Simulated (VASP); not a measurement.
# Ge3Pt (Pm-3m) in VASP: a series of runs, part 2 of 2

VASP 6.6.1.

**4. Relaxation of cell and atoms, PBE**

This run uses another cell than the first one, of 24.65 Å³/atom, 1.382 times its volume.

INCAR reads:

```
ALGO = Normal
EDIFF = 1E-6
EDIFFG = -0.04
ENCUT = 600
GGA = PE
IBRION = 2
ISIF = 3
ISMEAR = 0
LASPH = True
LCHARG = False
LREAL = False
LWAVE = False
NELM = 60
NSW = 90
PREC = Accurate
SIGMA = 0.1
```

KPOINTS reads:

```
k-points
0
Gamma
  4 4 4
```

POSCAR reads:

```
Ge3Pt
1.0
    4.6199183100      0.0000000000      0.0000000000
    0.0000000000      4.6199183100      0.0000000000
    0.0000000000      0.0000000000      4.6199183100
Ge Pt
3 1
Direct
    0.5000000000      0.5000000000      0.0000000000
    0.5000000000      0.0000000000      0.5000000000
    0.0000000000      0.5000000000      0.5000000000
    0.0000000000      0.0000000000      0.0000000000
```

Potentials or basis: VASP PAW PBE potentials, release 64 (Ge_d, Pt).

Started as:

```
> cat potpaw_PBE.64/Ge_d/POTCAR potpaw_PBE.64/Pt/POTCAR > POTCAR
> mpirun -np 1 vasp_std > vasp.out
```

OUTCAR:

```text
EDIFF = 1E-6
   EDIFFG = -0.04
   ENCUT = 600
   GGA = PE
   IBRION = 2
   ISIF = 3
   ISMEAR = 0
   LASPH = True
   LREAL = False
   NELM = 60
   NSW = 90
   PREC = Accurate

 ion  position               nearest neighbor table
   1  0.500  0.500  0.000-
   2  0.500  0.000  0.500-
   3  0.000  0.500  0.500-
   4  0.000  0.000  0.000-

  LATTYP: Found a simple cubic cell.
 ALAT       =     4.6199183100

  Lattice vectors:

 A1 = (   4.6199183100,   0.0000000000,   0.0000000000)
 A2 = (   0.0000000000,   4.6199183100,   0.0000000000)
 A3 = (   0.0000000000,   0.0000000000,   4.6199183100)

Analysis of symmetry for initial positions (statically):
=====================================================================
 Subroutine PRICEL returns:
 Original cell was already a primitive cell.

 Routine SETGRP: Setting up the symmetry group for a
 simple cubic supercell.

 Subroutine GETGRP returns: Found 48 space group operations
 (whereof 48 operations were pure point group operations)
 out of a pool of 48 trial point group operations.

The static configuration has the point symmetry O_h .

Analysis of symmetry for dynamics (positions and initial velocities):
=====================================================================
 Subroutine PRICEL returns:
 Original cell was already a primitive cell.

 Routine SETGRP: Setting up the symmetry group for a
 simple cubic supercell.

 Subroutine GETGRP returns: Found 48 space group operations
 (whereof 48 operations were pure point group operations)
 out of a pool of 48 trial point group operations.

The dynamic configuration has the point symmetry O_h .

 Subroutine INISYM returns: Found 48 space group operations
 (whereof 48 operations are pure point group operations),
 and found     1 'primitive' translations

----------------------------------------------------------------------------------------

                                     Primitive cell

  volume of cell :      98.6059

  direct lattice vectors                    reciprocal lattice vectors
     4.619918310  0.000000000  0.000000000     0.216454044  0.000000000  0.000000000
     0.000000000  4.619918310  0.000000000     0.000000000  0.216454044  0.000000000
     0.000000000  0.000000000  4.619918310     0.000000000  0.000000000  0.216454044

  length of vectors
     4.619918310  4.619918310  4.619918310     0.216454044  0.216454044  0.216454044

  position of ions in fractional coordinates (direct lattice)
     0.500000000  0.500000000  0.000000000
     0.500000000  0.000000000  0.500000000
     0.000000000  0.500000000  0.500000000
     0.000000000  0.000000000  0.000000000

  ion indices of the primitive-cell ions
   primitive index   ion index
                 1           1
                 2           2
                 3           3
                 4           4

----------------------------------------------------------------------------------------

 KPOINTS: k-points

Automatic generation of k-mesh.
 Grid dimensions read from file:
 generate k-points for:    4    4    4

 Generating k-lattice:

  Cartesian coordinates                     Fractional coordinates (reciprocal lattice)
     0.054113511  0.000000000  0.000000000     0.250000000  0.000000000  0.000000000
     0.000000000  0.054113511  0.000000000     0.000000000  0.250000000  0.000000000
     0.000000000  0.000000000  0.054113511     0.000000000  0.000000000  0.250000000

  Length of vectors
     0.054113511  0.054113511  0.054113511

  Shift w.r.t. Gamma in fractional coordinates (k-lattice)
     0.000000000  0.000000000  0.000000000

 Subroutine IBZKPT returns following result:
 ===========================================

 Found     10 irreducible k-points:

 Following reciprocal coordinates:
            Coordinates               Weight
  0.000000  0.000000  0.000000      1.000000
  0.250000  0.000000  0.000000      6.000000
  0.500000  0.000000  0.000000      3.000000
  0.250000  0.250000  0.000000     12.000000
  0.500000  0.250000  0.000000     12.000000
  0.500000  0.500000  0.000000      3.000000
  0.250000  0.250000  0.250000      8.000000
  0.500000  0.250000  0.250000     12.000000
  0.500000  0.500000  0.250000      6.000000
  0.500000  0.500000  0.500000      1.000000
   k-points           NKPTS =     10   k-points in BZ     NKDIM =     10   number of bands    NBANDS=     31
   number of dos      NEDOS =    301   number of ions     NIONS =      4
   total plane-waves  NPLWV =  64000
   dimension x,y,z NGX =    40 NGY =   40 NGZ =   40
   dimension x,y,z NGXF=    80 NGYF=   80 NGZF=   80
   ions per type =               3   1
   NGX,Y,Z   is equivalent  to a cutoff of  14.39, 14.39, 14.39 a.u.
   NGXF,Y,Z  is equivalent  to a cutoff of  28.79, 28.79, 28.79 a.u.
 SYSTEM =  unknown system
   PREC   = accura    normal or accurate (medium, high low for compatibility)
   ISTART =      0    job   : 0-new  1-cont  2-samecut
   ICHARG =      2    charge: 1-file 2-atom 10-const
   ISPIN  =      1    spin polarized calculation?
   LNONCOLLINEAR =      F non collinear calculations
   LSORBIT =      F    spin-orbit coupling
   LASPH  =      T    aspherical Exc in radial PAW
   ENCUT  =  600.0 eV  44.10 Ry    6.64 a.u.   9.23  9.23  9.23*2*pi/ulx,y,z
   NELM   =     60;   NELMIN=  2; NELMDL= -5     # of ELM steps
   EDIFF  = 0.1E-05   stopping-criterion for ELM
   LREAL  =      F    real-space projection
   EDIFFG = -.4E-01   stopping-criterion for IOM
   NSW    =     90    number of steps for IOM
   IBRION =      2    ionic relax: 0-MD 1-quasi-New 2-CG
   NFREE  =      1    steps in history (QN), initial steepest desc. (CG)
   ISIF   =      3    stress and relaxation
   ISYM   =      2    0-nonsym 1-usesym 2-fastsym
   POTIM  = 0.5000    time-step for ionic-motion
   TEBEG  =    0.0;   TEEND  =   0.0 temperature during run
   PSTRESS=    0.0 pullay stress
   NELECT =      52.0000    total number of electrons
   NUPDOWN=      -1.0000    fix difference up-down
   EMIN   =  10.00;   EMAX   =-10.00  energy-range for DOS
   EFERMI =   0.00;   METHOD = LEGACY
   ISMEAR =     0;   SIGMA  =   0.10  broadening in eV -4-tet -1-fermi 0-gaus
   EFERMI_NEDOS =   21; number of points for ismear=-14 and -15
   IALGO  =     38    algorithm
   IMIX   =      4    mixing-type and parameters
     AMIX     =   0.40;   BMIX     =  1.00
     AMIX_MAG =   1.60;   BMIX_MAG =  1.00
  volume/ion in A,a.u.               =      24.65       166.36
  Fermi-wavevector in a.u.,A,eV,Ry     =   1.322640  2.499427 23.801713  1.749377
  Thomas-Fermi vector in A             =   2.452306
   LORBIT       =      0    0 simple, 1 ext, 2 COOP (PROOUT), +10 PAW based schemes
   GGA     = PE    functional components
   LHFCALC =     F    Hartree Fock is set to
   AEXX    =    0.0000 exact exchange contribution
   IVDW    =     0    specifies the selected vdW correction
   LEPSILON=     F    determine dielectric tensor
   LRPA    =     F    only Hartree local field effects (RPA)
 conjugate gradient relaxation of ions
 non-spin polarized calculation
 Gauss-broadening in eV      SIGMA  =   0.10
  energy-cutoff  :      600.00
  volume of cell :       98.61
 maximum number of plane-waves:      3328
 NGX is ok and might be reduce to    40
   NGX = 19   NGY = 19   NGZ = 19

--------------------------------------- Ionic step        1  -------------------------------------------

 number of electron      52.0000049 magnetization

 Free energy of the ion-electron system (eV)
  ---------------------------------------------------
  ext. energy  EPLUGINS =         0.00000000
  ---------------------------------------------------
  free energy    TOTEN  =       -17.39004337 eV

  energy without entropy =      -17.37708130  energy(sigma->0) =      -17.38356234

 E-fermi :   4.3787     XC(G=0): -10.1788

 val. band max:        4.2415071788   @ k =   0.2500   0.2500   0.0000
 cond. band min:       4.3803133203   @ k =   0.5000   0.0000   0.0000
 fundamental gap:      0.1388061415
 Fermi energy:         4.3786649971

 k-point     1 :       0.0000    0.0000    0.0000
  band No.  band energies     occupation
      1     -20.4996      2.00000
      2     -20.4996      2.00000
      3     -20.4996      2.00000
      4     -20.4955      2.00000
      5     -20.4684      2.00000
      6     -20.4684      2.00000
[... 402 lines left out ...]
  energy  without entropy=      -19.0436195268  energy(sigma->0) =      -19.05281722

--------------------------------------- Ionic step        3  -------------------------------------------

 number of electron      52.0000020 magnetization

 Free energy of the ion-electron system (eV)
  ---------------------------------------------------
  ext. energy  EPLUGINS =         0.00000000
  ---------------------------------------------------
  free energy    TOTEN  =       -19.06594681 eV

  energy without entropy =      -19.04701376  energy(sigma->0) =      -19.05648028

 E-fermi :   7.9157     XC(G=0): -11.7948

 val. band max:        7.7853894275   @ k =   0.5000   0.5000   0.0000
 cond. band min:       7.9339947593   @ k =   0.5000   0.2500   0.0000
 fundamental gap:      0.1486053319
 Fermi energy:         7.9156832470

 k-point     1 :       0.0000    0.0000    0.0000
  band No.  band energies     occupation
      1     -17.0650      2.00000
      2     -17.0650      2.00000
      3     -17.0650      2.00000
      4     -17.0500      2.00000
      5     -17.0107      2.00000
      6     -17.0107      2.00000
[... 360 lines left out ...]
  FREE ENERGIE OF THE ION-ELECTRON SYSTEM (eV)
  ---------------------------------------------------
  free  energy   TOTEN  =       -19.0659468099 eV

  energy  without entropy=      -19.0470137583  energy(sigma->0) =      -19.05648028

 reached required accuracy - stopping structural energy minimisation
```

OSZICAR:

```text
N       E                     dE             d eps       ncg     rms          rms(c)
DAV:   1     0.518751796392E+03    0.51875E+03   -0.27625E+04   714   0.442E+03
DAV:   2     0.728439369679E+02   -0.44591E+03   -0.43582E+03   627   0.100E+03
DAV:   3    -0.123578709380E+02   -0.85202E+02   -0.83282E+02   711   0.224E+02
[... 28 lines left out ...]
DAV:   4    -0.190663927183E+02    0.72255E-02   -0.12464E-02   779   0.125E+00    0.115E-01
DAV:   5    -0.190659763832E+02    0.41634E-03   -0.14732E-03   753   0.604E-01    0.552E-02
DAV:   6    -0.190659504046E+02    0.25979E-04   -0.16389E-04   671   0.108E-01    0.193E-02
DAV:   7    -0.190659471894E+02    0.32152E-05   -0.19918E-05   660   0.410E-02    0.392E-03
DAV:   8    -0.190659468099E+02    0.37950E-06   -0.71299E-07   387   0.103E-02
   3 F= -.19065947E+02 E0= -.19056480E+02  d E =-.167590E+01
```

CONTCAR:

```text
Ge3Pt
   1.00000000000000
     4.1480009643766440   -0.0000000000000000    0.0000000000000000
     0.0000000000000000    4.1480009643766440    0.0000000000000000
    -0.0000000000000000   -0.0000000000000000    4.1480009643766440
  Ge              Pt
     3     1
Direct
     0.5000000000000000    0.5000000000000000    0.0000000000000000
     0.5000000000000000    0.0000000000000000    0.5000000000000000
     0.0000000000000000    0.5000000000000000    0.5000000000000000
     0.0000000000000000    0.0000000000000000    0.0000000000000000

  0.00000000E+00  0.00000000E+00  0.00000000E+00
  0.00000000E+00  0.00000000E+00  0.00000000E+00
  0.00000000E+00  0.00000000E+00  0.00000000E+00
  0.00000000E+00  0.00000000E+00  0.00000000E+00
```

Run time: 61 s. Hardware: 1 thread of Intel Xeon Platinum 8488C (Sapphire Rapids), shared host; peak memory 0.25 GiB.

What came out:

```
Free energy                            : -19.0659 eV
Relaxed volume                         : 17.84 Å³/atom
Relaxed cell                           : a = 4.148 Å, b = 4.148 Å, c = 4.148 Å, α = 90.00°, β = 90.00°, γ = 90.00°
Space group after relaxing (to 0.05 Å) : Pm-3m (No. 221)
Energy gained by relaxing              : 419.0 meV/atom
Ionic steps                            : 3
Pressure after relaxing                : 0.0 GPa
Band gap on the k mesh                 : zero (band 26 reaches 7.99 eV, above the bottom of band 27 at 6.37 eV)
```

Step by step:
| step | energy change (eV) | largest force (eV/Å) | pressure (GPa) | volume (Å³) |
| --- | --- | --- | --- | --- |
| 1 | 0.0000 | 0.0000 | -14.28 | 98.61 |
| 2 | -1.6720 | 0.0000 | 1.34 | 70.45 |
| 3 | -1.6759 | 0.0000 | 0.00 | 71.37 |

Final structure:
```cif
data_structure
_symmetry_space_group_name_H-M 'P 1'
_symmetry_Int_Tables_number 1
_cell_length_a 4.1480
_cell_length_b 4.1480
_cell_length_c 4.1480
_cell_angle_alpha 90.000
_cell_angle_beta 90.000
_cell_angle_gamma 90.000
_cell_volume 71.37
loop_
_atom_site_label
_atom_site_type_symbol
_atom_site_fract_x
_atom_site_fract_y
_atom_site_fract_z
_atom_site_occupancy
Ge1 Ge 0.50000 0.50000 0.00000 1
Ge2 Ge 0.50000 0.00000 0.50000 1
Ge3 Ge 0.00000 0.50000 0.50000 1
Pt1 Pt 0.00000 0.00000 0.00000 1
```

Levels at points of the mesh, in eV from the Fermi level:
| k point | band 22 | band 23 | band 24 | band 25 | band 26 | band 27 | band 28 | band 29 | band 30 | band 31 |
| --- | --- | --- | --- | --- | --- | --- | --- | --- | --- | --- |
| (0.00, 0.00, 0.00) | -2.96 | -2.96 | -2.96 | -1.60 | -1.60 | -0.51 | 2.67 | 2.67 | 2.67 | 5.30 |
| (0.50, 0.00, 0.00) | -2.91 | -2.74 | -0.63 | -0.63 | -0.59 | 0.10 | 0.10 | 0.57 | 3.12 | 5.81 |
| (0.50, 0.50, 0.00) | -2.60 | -2.54 | -2.20 | -0.26 | -0.13 | 0.63 | 0.63 | 2.74 | 2.74 | 4.96 |
| (0.50, 0.50, 0.50) | -4.67 | -2.49 | -2.49 | -2.22 | -1.54 | -1.54 | -1.54 | 7.20 | 7.20 | 7.20 |

Caveat: the volume moved by over 15 % at a fixed basis, so the end points are rough; spin-orbit coupling is left out, which moves the levels of the heavy elements.

**5. Single point, PBE**

INCAR reads:

```
ALGO = Normal
EDIFF = 1E-6
ENCUT = 520
GGA = PE
ISIF = 2
ISMEAR = 0
LASPH = True
LCHARG = True
LELF = True
LREAL = False
LVHAR = True
LWAVE = False
NBANDS = 34
NELM = 80
PREC = Accurate
SIGMA = 0.1
```

KPOINTS reads:

```
k-points
0
Gamma
  12 12 12
```

POSCAR reads:

```
Ge3Pt
1.0
    4.1475422656      0.0000000000      0.0000000000
    0.0000000000      4.1475422656      0.0000000000
    0.0000000000      0.0000000000      4.1475422656
Ge Pt
3 1
Direct
    0.5000000000      0.5000000000      0.0000000000
    0.5000000000      0.0000000000      0.5000000000
    0.0000000000      0.5000000000      0.5000000000
    0.0000000000      0.0000000000      0.0000000000
```

Started as:

```
> cat potpaw_PBE.64/Ge_d/POTCAR potpaw_PBE.64/Pt/POTCAR > POTCAR
> mpirun -np 1 vasp_std > vasp.out
```

It took 67 s on 1 thread of Intel Xeon Platinum 8488C (Sapphire Rapids), shared host; peak memory 0.3 GiB.

It converged, with:

```yaml
Free_energy: -19.1369 eV
Pressure: 0.0 GPa
Band_gap_on_the_k_mesh: zero (band 26 reaches 8.29 eV, above the bottom of band 27 at 6.42 eV)
```

Levels at points of the mesh, in eV from the Fermi level:
| k point | band 23 | band 24 | band 25 | band 26 | band 27 | band 28 | band 29 | band 30 |
| --- | --- | --- | --- | --- | --- | --- | --- | --- |
| (0.00, 0.00, 0.00) | -2.71 | -2.71 | -1.36 | -1.36 | -0.31 | 2.88 | 2.88 | 2.88 |
| (0.50, 0.00, 0.00) | -2.50 | -0.43 | -0.43 | -0.37 | 0.30 | 0.30 | 0.75 | 3.34 |
| (0.50, 0.50, 0.00) | -2.29 | -1.98 | -0.07 | 0.03 | 0.84 | 0.84 | 2.95 | 2.95 |
| (0.50, 0.50, 0.50) | -2.24 | -2.24 | -1.99 | -1.30 | -1.30 | -1.30 | 7.38 | 7.38 |

Caveat: spin-orbit coupling is left out, which moves the levels of the heavy elements.

**6. Relaxation of cell and atoms, PBE**

INCAR reads:

```
SYSTEM = Ge3Pt
  PREC = Accurate
  ENCUT = 600
  EDIFF = 1E-6
  ISMEAR = 0
  SIGMA = 0.1
  LREAL = .False.
  LASPH = .True.
  NELM = 60
  ALGO = Normal
  ISIF = 3
  LWAVE = .False.
  LCHARG = .False.
  GGA = PE
  IBRION = 2
  NSW = 100
  EDIFFG = -0.01
```

KPOINTS reads:

```
regular mesh
0
Gamma
  12 12 12
  0 0 0
```

POSCAR is that of step 5.

Potentials or basis: VASP PAW PBE potentials, release 64 (Ge_d, Pt).

Started as:

```
> cat potpaw_PBE.64/Ge_d/POTCAR potpaw_PBE.64/Pt/POTCAR > POTCAR
> mpirun -np 1 vasp_std > vasp.out
```

Wall time 89 s (1 thread of Intel Xeon Platinum 8488C (Sapphire Rapids), shared host); peak memory 0.33 GiB.

Results (log left out):

```yaml
Free_energy: -19.1369 eV
Pressure_after_relaxing: 0.0 GPa
Band_gap_on_the_k_mesh: zero (band 26 reaches 8.29 eV, above the bottom of band 27 at 6.42 eV)
```

Final structure:
```cif
data_structure
_symmetry_space_group_name_H-M 'P 1'
_symmetry_Int_Tables_number 1
_cell_length_a 4.1475
_cell_length_b 4.1475
_cell_length_c 4.1475
_cell_angle_alpha 90.000
_cell_angle_beta 90.000
_cell_angle_gamma 90.000
_cell_volume 71.35
loop_
_atom_site_label
_atom_site_type_symbol
_atom_site_fract_x
_atom_site_fract_y
_atom_site_fract_z
_atom_site_occupancy
Ge1 Ge 0.50000 0.50000 0.00000 1
Ge2 Ge 0.50000 0.00000 0.50000 1
Ge3 Ge 0.00000 0.50000 0.50000 1
Pt1 Pt 0.00000 0.00000 0.00000 1
```

Levels at points of the mesh, in eV from the Fermi level:
```csv
k point,band 24,band 25,band 26,band 27,band 28,band 29
"(0.00, 0.00, 0.00)",-2.71,-1.36,-1.36,-0.31,2.88,2.88
"(0.50, 0.00, 0.00)",-0.43,-0.43,-0.37,0.30,0.30,0.75
"(0.50, 0.50, 0.00)",-1.98,-0.07,0.03,0.84,0.84,2.95
"(0.50, 0.50, 0.50)",-2.24,-1.99,-1.30,-1.30,-1.30,7.38
```

Caveat: the relaxation stopped at its first step, so nothing moved; spin-orbit coupling is left out, which moves the levels of the heavy elements.

**7. Overview**

| task | cell | k mesh | cutoff (eV) | gap on the mesh (eV) | pressure (GPa) |
| --- | --- | --- | --- | --- | --- |
| single point | a = 4.148 Å, 4 atoms | 4 × 4 × 4 | 520 | none | 0.0 |
| single point | a = 4.620 Å, 4 atoms | 4 × 4 × 4 | 520 | none | -14.3 |
| relaxation of cell and atoms | relaxed from a = 4.620 Å, 4 atoms | 4 × 4 × 4 | 600 | none | 0.0 |
| single point | a = 4.148 Å, 4 atoms | 12 × 12 × 12 | 520 | none | 0.0 |
| relaxation of cell and atoms | relaxed from a = 4.148 Å, 4 atoms | 12 × 12 × 12 | 600 | none | 0.0 |

Alike in all rows: level PBE; potentials or basis VASP PAW PBE potentials, release 64 (Ge_d, Pt); no spin polarisation; smearing gaussian 0.1 eV.

Caveats: some runs use coarse meshes; spin-orbit coupling is left out, which moves the levels of the heavy elements; the volume moved by over 15 % at a fixed basis, so the end points are rough (some runs); the relaxation stopped at its first step, so nothing moved (some runs).

Total energies depend on the potentials used, so only differences within one code and one set of settings carry meaning.
